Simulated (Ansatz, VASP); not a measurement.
**Cu in VASP and in Ansatz**

File INCAR:

```
SYSTEM = Cu
PREC = Accurate ; ENCUT = 520
EDIFF = 1E-8 ; ISMEAR = -1
SIGMA = 0.03 ; LREAL = .False.
LASPH = .True. ; NELM = 60
ALGO = Normal ; ISIF = 2
LWAVE = .False. ; LCHARG = .False.
GGA = PE ; LEFG = .True.
NBANDS = 12
```

Contents of KPOINTS:

```
regular mesh
0
Gamma
  20 20 20
  0 0 0
```

POSCAR

```
Cu
1.0
    0.0000000000      1.8387671158      1.8387671158
    1.8387671158      0.0000000000      1.8387671158
    1.8387671158      1.8387671158      0.0000000000
Cu
1
Direct
    0.0000000000      0.0000000000      0.0000000000
```

Input for Ansatz:

```yaml
crystal:
  lattice:
    - [0.0, 1.8387671158, 1.8387671158]
    - [1.8387671158, 0.0, 1.8387671158]
    - [1.8387671158, 1.8387671158, 0.0]
  atoms:
    - { symbol: Cu, position: [0.0, 0.0, 0.0] }
kpoints:
  mp_grid: { grid: [20, 20, 20] }
scf:
  occupations: { method: fermi_dirac, width: 0.03 }
hamiltonian:
  xc: pbe
  pseudopotentials: { kind: paw }
output:
  forces: true
  stress: true
  eigenvalues: true
  efg: { contact_densities: true }
  write_density: true
  write_potential: true
  elf: true
  volumetric_format: npy
```

Change from the starting cell: volume scaled by 1.04, PAW files.

Alike in both runs: task electric field gradients; functional PBE; k mesh 20 × 20 × 20; occupations fermi-dirac, width 0.03 eV; no spin polarisation.

|  | VASP | Ansatz |
| --- | --- | --- |
| version | VASP 6.6.1 | Ansatz 0.2.0 |
| potentials or method | VASP PAW PBE potentials, release 64 (Cu) | PAW with Ansatz's default frozen-core files, scalar-relativistic |
| plane-wave cutoff (eV) | 520 | 420 |
| valence electrons in the cell | 11 | 19 |

Ansatz gave:

| Item | Value |
| --- | --- |
| pressure (GPa) | -5.0 |

Problem. Which values does VASP return?

Solution. Pressure (GPa): -4.5.

With one functional, cell and mesh, what is left measures potentials, basis and numerics. VASP's potentials hold 11 valence electrons a cell and Ansatz's 19, so a difference there can come from the potentials and not from the codes.
